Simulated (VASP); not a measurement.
Wanted: the native input for a VASP 6.6.1 run.

```yaml
Task: single point
Functional: r2SCAN
Potentials_or_basis: VASP PAW PBE potentials, release 64 (Tl_d, Pb_d, F)
Cutoff: 520 eV
k_mesh: 6 × 6 × 6
Occupations: gaussian, width 0.01 eV
Spin: no spin polarisation
Dipole_correction: no
Further_INCAR_settings: ALGO = Normal; EDIFF = 1e-06; NBANDS = 32
```

Crystal: TlPbF3.

```xyz
5
Lattice="4.8260 0.0000 0.0000 0.0000 4.8260 0.0000 0.0000 0.0000 4.7589" Properties=species:S:1:pos:R:3 pbc="T T T"
Tl    0.0000    0.0000    0.0000
Pb    2.4130    2.4130    2.3795
F     2.4130    2.4130    0.0000
F     2.4130    0.0000    2.3795
F     0.0000    2.4130    2.3795
```

This cell differs from its parent crystal: epitaxial xy strain +1.0%.

These files were run (other wordings do the same):

POSCAR

```
TlPbF3
1.0
    4.8259725893      0.0000000000      0.0000000000
    0.0000000000      4.8259725893      0.0000000000
    0.0000000000      0.0000000000      4.7589260140
Tl Pb F
1 1 3
Direct
    0.0000000000      0.0000000000      0.0000000000
    0.5000000000      0.5000000000      0.5000000000
    0.5000000000      0.5000000000      0.0000000000
    0.5000000000      0.0000000000      0.5000000000
    0.0000000000      0.5000000000      0.5000000000
```

INCAR.step1

```
ALGO = Normal
EDIFF = 1E-4
ENCUT = 520
GGA = PE
ISMEAR = 0
LASPH = True
LCHARG = False
LREAL = False
LWAVE = True
NBANDS = 32
NELM = 100
PREC = Accurate
SIGMA = 0.01
```

INCAR.step2

```
ALGO = Normal
EDIFF = 1E-6
ENCUT = 520
ISIF = 2
ISMEAR = 0
ISTART = 1
LASPH = True
LCHARG = False
LMIXTAU = True
LREAL = False
LWAVE = False
METAGGA = R2SCAN
NBANDS = 32
NELM = 100
PREC = Accurate
SIGMA = 0.01
```

KPOINTS

```
k-points
0
Gamma
  6 6 6
```

Potentials or basis: VASP PAW PBE potentials, release 64 (Tl_d, Pb_d, F).

Launch:

```bash
$ cat potpaw_PBE.64/Tl_d/POTCAR potpaw_PBE.64/Pb_d/POTCAR potpaw_PBE.64/F/POTCAR > POTCAR
$ cp INCAR.step1 INCAR
$ mpirun -np 1 vasp_std > vasp.out
$ cp INCAR.step2 INCAR
$ mpirun -np 1 vasp_std > vasp.out
```

It gave:

The pressure is -0.8 GPa and the band gap on the k mesh is 1.92 eV (least direct gap 2.87 eV).

Caveat: the cell differs from its parent crystal (epitaxial xy strain +1.0%); the PAW data sets were made with another functional, which shifts forces and pressure a little; spin-orbit coupling is left out, which moves the levels of the heavy elements.

Run time: 8.2 min on 1 thread of Intel Xeon 8259CL, with other jobs on the host, peak memory 0.31 GiB.
